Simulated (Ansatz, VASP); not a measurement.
**One calculation of Ir, two programs**

```
Ir
1.0
     0.00000    1.82634    1.82634
     1.82634    0.00000    1.82634
     1.82634    1.82634    0.00000
Ir
1
Direct
  0.00000 0.00000 0.00000
```

Change from the starting cell: volume scaled by 0.88, LAPW.

Alike in both runs: task single point; functional LDA; k mesh 17 × 17 × 17; occupations fermi-dirac, width 0.1 eV; no spin polarisation.

|  | VASP | Ansatz |
| --- | --- | --- |
| version | VASP 6.6.1 | Ansatz 0.2.0 |
| potentials or method | VASP PAW LDA potentials, release 64 (Ir), cutoff 520 eV | all-electron LAPW, scalar-relativistic |

```tsv
	VASP	Ansatz	Ansatz less VASP
pressure (GPa)	75.7	70.8	-4.89
```

LDA's correlation is that of Perdew and Zunger in VASP and of Perdew and Wang (1992) in Ansatz. Both programs put the cell under a high pressure, so it lies far from rest at this level. Ansatz ran all-electron here, and VASP with PAW potentials.

Spin-orbit coupling is off throughout. Noted on VASP's run: the cell as given lies far from equilibrium.
